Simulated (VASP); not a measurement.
# MgO (lda) (Fm-3m) in VASP: notebook

The runs below take MgO (lda) through single point, relaxation of cell and atoms, with LDA.

Everything below comes from runs of VASP 6.6.1. Logs are shortened: lines on timing, memory, paths and dates and some standing lists are left out, and cuts for length are marked.

**Experimental background.**

From “Electronic structure of alkaline earth and post-transition metal oxides”, 2009, arxiv:0908.1581, for a bulk crystal of MgO: band gap 7.83 eV.

The results are compared with them further down.

### 1 The cell of the first run

It takes space group Fm-3m (No. 225, cubic). Conventional cell: a = 4.154 Å, b = 4.154 Å, c = 4.154 Å, α = 90.00°, β = 90.00°, γ = 90.00°. Within 2.8 Å of Mg (site symmetry m-3m) lie 6 O at 2.08 Å. Within 2.8 Å of O (site symmetry m-3m) lie 6 Mg at 2.08 Å.

### 2 Single point, LDA

Input file INCAR:

```
SYSTEM = MgO
PREC     = Accurate       ! precision mode
ENCUT    = 600            ! plane-wave cutoff, eV
EDIFF    = 1E-6           ! SCF threshold, eV
ISMEAR   = 0              ! smearing method
SIGMA    = 0.02           ! smearing width, eV
LREAL    = .FALSE.        ! projectors in reciprocal space
LASPH    = .TRUE.         ! aspherical terms in the spheres
NELM     = 120            ! most SCF steps
ALGO     = Normal         ! electronic algorithm
ISIF     = 2              ! what is computed and relaxed
LWAVE    = .FALSE.        ! write WAVECAR
LCHARG   = .TRUE.         ! write CHGCAR
GGA      = CA             ! functional
LELF     = .TRUE.         ! ELF
LVHAR    = .TRUE.       
NBANDS   = 11             ! bands
GGA_COMPAT= .FALSE.
```

Input file KPOINTS:

```
regular mesh
0
G
  10 10 10
  0 0 0
```

Input file POSCAR:

```
MgO
1.0
    0.0000000000      2.0771677913      2.0771677913
    2.0771677913      0.0000000000      2.0771677913
    2.0771677913      2.0771677913      0.0000000000
Mg O
1 1
Direct
    0.0000000000      0.0000000000      0.0000000000
    0.5000000000      0.5000000000      0.5000000000
```

Potentials or basis: VASP PAW LDA potentials, release 64 (Mg, O).

Run with:

```console
$ cat potpaw_LDA.64/Mg/POTCAR potpaw_LDA.64/O/POTCAR > POTCAR
$ mpirun -np 1 vasp_std > vasp.out
```

OUTCAR:

```text
SYSTEM = MgO
   PREC = Accurate
   ENCUT = 600
   EDIFF = 1E-6
   ISMEAR = 0
   LREAL = .FALSE.
   LASPH = .TRUE.
   NELM = 120
   ISIF = 2
   GGA = CA

 ion  position               nearest neighbor table
   1  0.000  0.000  0.000-   2 2.08   2 2.08   2 2.08   2 2.08   2 2.08   2 2.08
   2  0.500  0.500  0.500-   1 2.08   1 2.08   1 2.08   1 2.08   1 2.08   1 2.08

  LATTYP: Found a face centered cubic cell.
 ALAT       =     4.1543355826

  Lattice vectors:

 A1 = (   0.0000000000,   2.0771677913,   2.0771677913)
 A2 = (   2.0771677913,   0.0000000000,   2.0771677913)
 A3 = (   2.0771677913,   2.0771677913,   0.0000000000)

Analysis of symmetry for initial positions (statically):
=====================================================================
 Subroutine PRICEL returns:
 Original cell was already a primitive cell.

 Routine SETGRP: Setting up the symmetry group for a
 face centered cubic supercell.

 Subroutine GETGRP returns: Found 48 space group operations
 (whereof 48 operations were pure point group operations)
 out of a pool of 48 trial point group operations.

The static configuration has the point symmetry O_h .

Analysis of symmetry for dynamics (positions and initial velocities):
=====================================================================
 Subroutine PRICEL returns:
 Original cell was already a primitive cell.

 Routine SETGRP: Setting up the symmetry group for a
 face centered cubic supercell.

 Subroutine GETGRP returns: Found 48 space group operations
 (whereof 48 operations were pure point group operations)
 out of a pool of 48 trial point group operations.

The dynamic configuration has the point symmetry O_h .

 Subroutine INISYM returns: Found 48 space group operations
 (whereof 48 operations are pure point group operations),
 and found     1 'primitive' translations

----------------------------------------------------------------------------------------

                                     Primitive cell

  volume of cell :      17.9244

  direct lattice vectors                    reciprocal lattice vectors
     0.000000000  2.077167791  2.077167791    -0.240712379  0.240712379  0.240712379
     2.077167791  0.000000000  2.077167791     0.240712379 -0.240712379  0.240712379
     2.077167791  2.077167791  0.000000000     0.240712379  0.240712379 -0.240712379

  length of vectors
     2.937558862  2.937558862  2.937558862     0.416926070  0.416926070  0.416926070

  position of ions in fractional coordinates (direct lattice)
     0.000000000  0.000000000  0.000000000
     0.500000000  0.500000000  0.500000000

[... 85 lines left out ...]
   TEBEG  =    0.0;   TEEND  =   0.0 temperature during run
   PSTRESS=    0.0 pullay stress
   NELECT =       8.0000    total number of electrons
   NUPDOWN=      -1.0000    fix difference up-down
   EMIN   =  10.00;   EMAX   =-10.00  energy-range for DOS
   EFERMI =   0.00;   METHOD = LEGACY
   ISMEAR =     0;   SIGMA  =   0.02  broadening in eV -4-tet -1-fermi 0-gaus
   EFERMI_NEDOS =   21; number of points for ismear=-14 and -15
   IALGO  =     38    algorithm
   IMIX   =      4    mixing-type and parameters
     AMIX     =   0.40;   BMIX     =  1.00
     AMIX_MAG =   1.60;   BMIX_MAG =  1.00
  volume/ion in A,a.u.               =       8.96        60.48
  Fermi-wavevector in a.u.,A,eV,Ry     =   1.251094  2.364225 21.296329  1.565236
  Thomas-Fermi vector in A             =   2.385057
   LORBIT       =      0    0 simple, 1 ext, 2 COOP (PROOUT), +10 PAW based schemes
   GGA     = CA    functional components
   LHFCALC =     F    Hartree Fock is set to
   AEXX    =    0.0000 exact exchange contribution
   IVDW    =     0    specifies the selected vdW correction
   LEPSILON=     F    determine dielectric tensor
   LRPA    =     F    only Hartree local field effects (RPA)
 non-spin polarized calculation
 Gauss-broadening in eV      SIGMA  =   0.02
  energy-cutoff  :      600.00
  volume of cell :       17.92
 maximum number of plane-waves:       612
   NGX = 11   NGY = 11   NGZ = 11

 number of electron       8.0000000 magnetization

 Free energy of the ion-electron system (eV)
  ---------------------------------------------------
  ext. energy  EPLUGINS =         0.00000000
  ---------------------------------------------------
  free energy    TOTEN  =       -13.44870900 eV

  energy without entropy =      -13.44870900  energy(sigma->0) =      -13.44870900

 E-fermi :   3.2903     XC(G=0): -11.7929

 val. band max:        3.1994946861   @ k =   0.0000   0.0000   0.0000
 cond. band min:       8.2719320171   @ k =   0.0000   0.0000   0.0000
 fundamental gap:      5.0724373310
 Fermi energy:         3.2902628208

 k-point     1 :       0.0000    0.0000    0.0000
  band No.  band energies     occupation
      1     -14.0240      2.00000
      2       3.1995      2.00000
      3       3.1995      2.00000
      4       3.1995      2.00000
      5       8.2719      0.00000
      6      18.9519      0.00000
      7      18.9519      0.00000
      8      18.9519      0.00000
      9      23.0860      0.00000
     10      24.7815      0.00000
     11      24.7815      0.00000
[... 309 lines left out ...]
 k-point    24 :       0.4000    0.3000    0.0000
  band No.  band energies     occupation
      1     -12.6248      2.00000
      2      -0.5671      2.00000
      3       1.8083      2.00000
      4       2.0438      2.00000
      5      12.9305      0.00000
      6      13.3579      0.00000
      7      16.9653      0.00000
      8      21.6038      0.00000
      9      21.8218      0.00000
     10      28.2800      0.00000
     11      30.7294      0.00000

 [... further k-points ...]

------------------------ aborting loop because EDIFF is reached ----------------------------------------

  FORCE on cell =-STRESS in cart. coord.  units (eV):
  Direction    XX          YY          ZZ          XY          YZ          ZX
  --------------------------------------------------------------------------------------
  -------------------------------------------------------------------------------------
  Total       -0.1511629     -0.1511629     -0.1511629     -0.0000000     -0.0000000      0.0000000
  in kB      -13.5117339    -13.5117339    -13.5117339     -0.0000000     -0.0000000      0.0000000
  external PRESSURE =     -13.5117339 kB  Pullay stress =       0.0000000 kB

 VOLUME and BASIS-vectors are now :
 -----------------------------------------------------------------------------
  energy-cutoff  :      600.00
  volume of cell :       17.92
      direct lattice vectors                 reciprocal lattice vectors
     0.000000000  2.077167791  2.077167791    -0.240712379  0.240712379  0.240712379
     2.077167791  0.000000000  2.077167791     0.240712379 -0.240712379  0.240712379
     2.077167791  2.077167791  0.000000000     0.240712379  0.240712379 -0.240712379

 POSITION                                       TOTAL-FORCE (eV/Angst)
 -----------------------------------------------------------------------------------
      0.00000      0.00000      0.00000        -0.000000     -0.000000     -0.000000
      2.07717      2.07717      2.07717         0.000000      0.000000      0.000000
 -----------------------------------------------------------------------------------
    total drift:                               -0.000000     -0.000000      0.000000

  FREE ENERGIE OF THE ION-ELECTRON SYSTEM (eV)
  ---------------------------------------------------
  free  energy   TOTEN  =       -13.4487089992 eV

  energy  without entropy=      -13.4487089992  energy(sigma->0) =      -13.44870900
```

OSZICAR:

```text
N       E                     dE             d eps       ncg     rms          rms(c)
DAV:   1     0.138305140370E+02    0.13831E+02   -0.50767E+03  1178   0.734E+02
DAV:   2    -0.144499536089E+02   -0.28280E+02   -0.26939E+02  1183   0.142E+02
DAV:   3    -0.150300387475E+02   -0.58009E+00   -0.57968E+00  1229   0.179E+01
DAV:   4    -0.150313509382E+02   -0.13122E-02   -0.13122E-02  1121   0.962E-01
DAV:   5    -0.150313547836E+02   -0.38454E-05   -0.38454E-05  1211   0.491E-02    0.709E+00
DAV:   6    -0.135102006633E+02    0.15212E+01   -0.85079E+00  1076   0.161E+01    0.219E+00
DAV:   7    -0.134728308177E+02    0.37370E-01   -0.59369E-02  1127   0.219E+00    0.129E+00
DAV:   8    -0.134492205927E+02    0.23610E-01   -0.29216E-02  1094   0.177E+00    0.230E-01
DAV:   9    -0.134488572645E+02    0.36333E-03   -0.44318E-04  1184   0.154E-01    0.136E-01
DAV:  10    -0.134487094973E+02    0.14777E-03   -0.41202E-04  1106   0.166E-01    0.573E-03
DAV:  11    -0.134487089992E+02    0.49818E-06   -0.43618E-06  1160   0.122E-02
   1 F= -.13448709E+02 E0= -.13448709E+02  d E =-.383985E-13
```

Wall time 7.6 s (1 thread of AMD EPYC 7R13 (Zen 3), shared host); peak memory 0.1 GiB.

Results:

```
Free energy            : -13.4487 eV
Pressure               : -1.4 GPa
Band gap on the k mesh : 5.07 eV, direct
```

### 3 Relaxation of cell and atoms, LDA, target pressure 0.61 GPa, at which the enthalpy is minimised

This run uses another cell than the first one, of 9.37 Å³/atom, 1.046 times its volume.

Input file INCAR:

```
SYSTEM = MgO
ALGO = Normal
EDIFF = 1E-7
EDIFFG = -0.002
ENCUT = 600
GGA_COMPAT = .False.
IBRION = 2
ISIF = 3
ISMEAR = 0
LASPH = .True.
LCHARG = .False.
LREAL = .False.
LWAVE = .False.
NELM = 120
NELMIN = 4
NSW = 100
PREC = Accurate
PSTRESS = 6.1
SIGMA = 0.02
```

Input file KPOINTS:

```
k-points
0
Gamma
  10 10 10
  0 0 0
```

Input file POSCAR:

```
MgO
1.0
    0.0000000000      2.1085000000      2.1085000000
    2.1085000000      0.0000000000      2.1085000000
    2.1085000000      2.1085000000      0.0000000000
Mg O
1 1
Direct
    0.0000000000      0.0000000000      0.0000000000
    0.5000000000      0.5000000000      0.5000000000
```

Potentials or basis: VASP PAW LDA potentials, release 64 (Mg, O).

Run with:

```console
$ cat potpaw_LDA.64/Mg/POTCAR potpaw_LDA.64/O/POTCAR > POTCAR
$ mpirun -np 1 vasp_std > vasp.out
```

Run time: 12 s. Hardware: 1 thread of AMD EPYC 7R13 (Zen 3), shared host; peak memory 0.11 GiB.

It converged, with:

| Item | Value |
| --- | --- |
| Free energy | -13.4515 eV |
| Relaxed volume | 8.86 Å³/atom |
| Relaxed cell | a = 2.926 Å, b = 2.926 Å, c = 2.926 Å, α = 60.00°, β = 60.00°, γ = 60.00° |
| Space group after relaxing (to 0.05 Å) | Fm-3m (No. 225) |
| Energy change on relaxing (the enthalpy is what falls) | -13.3 meV/atom |
| Ionic steps | 3 |
| Pressure after relaxing | 0.6 GPa |
| Band gap on the k mesh | 5.19 eV, direct |

Step by step:
| step | energy change (eV) | largest force (eV/Å) | pressure (GPa) | volume (Å³) |
| --- | --- | --- | --- | --- |
| 1 | 0.0000 | 0.0000 | -8.48 | 18.75 |
| 2 | -0.0203 | 0.0000 | 4.76 | 17.34 |
| 3 | -0.0266 | 0.0000 | 0.62 | 17.72 |

Final structure:
```
CELL_PARAMETERS angstrom
0.00000 2.06934 2.06934
2.06934 0.00000 2.06934
2.06934 2.06934 0.00000
ATOMIC_POSITIONS crystal
Mg 0.00000 0.00000 0.00000
O 0.50000 0.50000 0.50000
```

Levels at points of the mesh, in eV from the valence-band top:
```
           k point  band 1  band 2  band 3  band 4  band 5  band 6  band 7  band 8
(0.00, 0.00, 0.00)  -17.29    0.00    0.00    0.00    5.19   15.81   15.81   15.81
(0.50, 0.00, 0.00)  -15.79   -4.94   -0.73   -0.73    8.07   13.00   16.54   16.54
(0.50, 0.50, 0.00)  -15.50   -4.38   -1.45   -1.45    8.94   10.29   13.46   19.44
```

Caveat: the cell is relaxed towards a set pressure, so the enthalpy falls and the energy may rise. Zero-point motion and thermal expansion aren't in these numbers.

### 4 Against experiment

Step 2. A measured gap of MgO is 7.83 eV (quoted in “Electronic structure of alkaline earth and post-transition metal oxides”, 2009, arxiv:0908.1581); the calculated 5.07 eV misses it by -2.76 eV. The value is that of LDA, without temperature or zero-point motion. Semilocal functionals fall short of measured gaps as a rule.
